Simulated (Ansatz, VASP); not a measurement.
InSe: VASP beside Ansatz

INCAR

```
SYSTEM = InSe
PREC = Accurate
ENCUT = 600
EDIFF = 1E-6
ISMEAR = 0
SIGMA = 0.1
LREAL = .FALSE.
LASPH = .TRUE.
NELM = 80
ALGO = Normal
ISIF = 3
LWAVE = .FALSE.
LCHARG = .FALSE.
GGA = PE
IBRION = 2
NSW = 90
EDIFFG = -0.04
```

KPOINTS

```
Automatic mesh
0
G
  6 6 6
  0 0 0
```

File POSCAR:

```
InSe
1.0
    3.6833805735      0.0000000000      0.0000000000
    0.0000000000      3.6833805735      0.0000000000
    0.0000000000      0.0000000000      3.6833805735
In Se
1 1
Direct
    0.0000000000      0.0000000000      0.0000000000
    0.5000000000      0.5000000000      0.5000000000
```

Input for Ansatz:

```yaml
crystal:
  lattice:
    - [3.6833805735, 0.0, 0.0]
    - [0.0, 3.6833805735, 0.0]
    - [0.0, 0.0, 3.6833805735]
  atoms:
    - { symbol: In, position: [0.0, 0.0, 0.0] }
    - { symbol: Se, position: [0.5, 0.5, 0.5] }
basis:
  ecutwfc: 420
kpoints:
  mp_grid: { grid: [6, 6, 6] }
hamiltonian:
  xc: pbe
scf:
  occupations: { method: gaussian, width: 0.1 }
  lower_state_search: "off"
output:
  forces: true
  stress: true
  eigenvalues: true
relax:
  adjacent_minimum: "off"
  f_tol: 0.04
  max_steps: 70
  cell: { stress_tol: 0.4 }
```

Alike in both runs: task relaxation of cell and atoms; functional PBE; k mesh 6 × 6 × 6; occupations gaussian, width 0.1 eV; no spin polarisation.

|  | VASP | Ansatz |
| --- | --- | --- |
| version | VASP 6.6.1 | Ansatz 0.2.0 |
| potentials or method | VASP PAW PBE potentials, release 64 (In_d, Se), cutoff 600 eV | scalar-relativistic, plane waves, PAW |
| valence electrons in the cell | 19 | 29 |

```csv
,VASP,Ansatz,Ansatz less VASP
"gap on the k mesh at the Fermi level, each at its own relaxed structure (eV)",none,none,-
relaxed volume (Å³/atom),23.95,23.93,-0.027
relaxed length of the cell vector where the two differ most in proportion (Å),3.632,3.631,-0.0014
```

A gap of «none» marks a metal or a gap that the smearing closes. VASP's potentials hold 19 valence electrons a cell and Ansatz's 29, so a difference there can come from the potentials and not from the codes.
